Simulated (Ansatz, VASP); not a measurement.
## Two plane-wave programs on Li2Se

File INCAR:

```
SYSTEM = Li2Se
PREC = Accurate
ENCUT = 750
EDIFF = 1E-7
ISMEAR = -1
SIGMA = 0.05
LREAL = .False.
LASPH = .True.
NELM = 120
ALGO = Normal
ISIF = 3
LWAVE = .False.
LCHARG = .False.
GGA = PS
IBRION = 2
NSW = 100
EDIFFG = -0.002
GGA_COMPAT = .False.
NELMIN = 4
```

The input KPOINTS:

```
Automatic mesh
0
Gamma
  12 12 12
  0 0 0
```

The input POSCAR:

```
Li2Se
1.0
    0.0000000000      3.0025000000      3.0025000000
    3.0025000000      0.0000000000      3.0025000000
    3.0025000000      3.0025000000      0.0000000000
Li Se
2 1
Direct
    0.2500000000      0.2500000000      0.2500000000
    0.7500000000      0.7500000000      0.7500000000
    0.0000000000      0.0000000000      0.0000000000
```

Input for Ansatz:

```yaml
crystal:
  lattice:
    - [0.0, 3.0025, 3.0025]
    - [3.0025, 0.0, 3.0025]
    - [3.0025, 3.0025, 0.0]
  atoms:
    - { symbol: Li, position: [0.25, 0.25, 0.25] }
    - { symbol: Li, position: [0.75, 0.75, 0.75] }
    - { symbol: Se, position: [0.0, 0.0, 0.0] }
kpoints:
  mp_grid: { grid: [12, 12, 12] }
scf:
  occupations: { method: fermi_dirac, width: 0.05 }
hamiltonian:
  xc: pbesol
  pseudopotentials: { kind: paw }
relax:
  f_tol: 0.002
  max_steps: 80
  cell: {}
output:
  forces: true
  stress: true
  write_density: true
  write_potential: true
  elf: true
  volumetric_format: npy
```

Alike in both runs: task relaxation of cell and atoms; functional PBEsol; k mesh 12 × 12 × 12; occupations fermi-dirac, width 0.05 eV; no spin polarisation.

|  | VASP | Ansatz |
| --- | --- | --- |
| version | VASP 6.6.1 | Ansatz 0.2.0 |
| potentials or method | VASP PAW PBE potentials, release 64 (Li_sv, Se) | PAW with Ansatz's default frozen-core files, scalar-relativistic |
| plane-wave cutoff (eV) | 750 | 420 |
| valence electrons in the cell | 12 | 22 |

|  | VASP | Ansatz | Ansatz less VASP |
| --- | --- | --- | --- |
| gap on the k mesh at the Fermi level, each at its own relaxed structure (eV) | 2.81 | 2.82 | +0.006 |
| relaxed volume (Å³/atom) | 17.52 | 17.51 | -0.012 |
| relaxed cell length with the largest relative difference (Å) | 4.205 | 4.204 | -0.0010 |

VASP's potentials were made for PBE, not for PBEsol. VASP's potentials hold 12 valence electrons a cell and Ansatz's 22, so a difference there can come from the potentials and not from the codes.
